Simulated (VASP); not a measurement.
Runs of VASP 6.6.1 on Pt. The structure is that of space group P6_3/mmc (No. 194), or close to it. The cells are those of the table. This isn't the form of Pt at room conditions, which is fcc.

```tsv
cell	further INCAR settings	gap on the mesh (eV)	pressure (GPa)
a = 2.716, b = 2.716, c = 4.951 Å, angles 90.0, 90.0, 120.0°, 2 atoms	ALGO = Fast; EDIFF = 1e-06; NBANDS = 17	none	-9.2
a = 2.914, b = 2.914, c = 4.300 Å, angles 90.0, 90.0, 120.0°, 2 atoms	ALGO = Fast; EDIFF = 1e-06; NBANDS = 17	none	-8.4
a = 2.838, b = 2.838, c = 4.533 Å, angles 90.0, 90.0, 120.0°, 2 atoms	ALGO = Fast; EDIFF = 1e-06; NBANDS = 17	none	(c)
a = 2.674, b = 2.674, c = 5.107 Å, angles 90.0, 90.0, 120.0°, 2 atoms	ALGO = Fast; EDIFF = 1e-06; NBANDS = 17	none	-5.7
a = 2.974, b = 2.974, c = 4.130 Å, angles 90.0, 90.0, 120.0°, 2 atoms	ALGO = Fast; EDIFF = 1e-06; NBANDS = 17	none	-5.1
a = 2.529, b = 2.529, c = 5.708 Å, angles 90.0, 90.0, 120.0°, 2 atoms	ALGO = Fast; EDIFF = 1e-07; NBANDS = 17	none	21.4
a = 2.598, b = 2.598, c = 5.411 Å, angles 90.0, 90.0, 120.0°, 2 atoms	ALGO = Fast; EDIFF = 1e-06; NBANDS = 17	none	(b)
a = 2.798, b = 2.798, c = 4.663 Å, angles 90.0, 90.0, 120.0°, 2 atoms	ALGO = Fast; EDIFF = 1e-06; NBANDS = 17	none	(a)
```

Alike in all rows: task single point; level PBEsol; potentials or basis VASP PAW PBE potentials, release 64 (Pt); no spin polarisation; k mesh 24 × 24 × 12; cutoff (eV) 520; smearing gaussian 0.15 eV.

**Question.** Estimate the missing entries.

**Answer.** (a) -11.6; (b) 5.5; (c) -11.0.

Caveats: the PAW data sets were made with another functional, which shifts forces and pressure a little; spin-orbit coupling is left out, which moves the levels of the heavy elements; the cell stands under tension (at least some runs); the cell stands under pressure (at least some runs).

A k mesh can miss the band edges, and the runs leave out spin-orbit coupling on Pt.

A gap of «none» marks levels without a gap at the run's occupations.
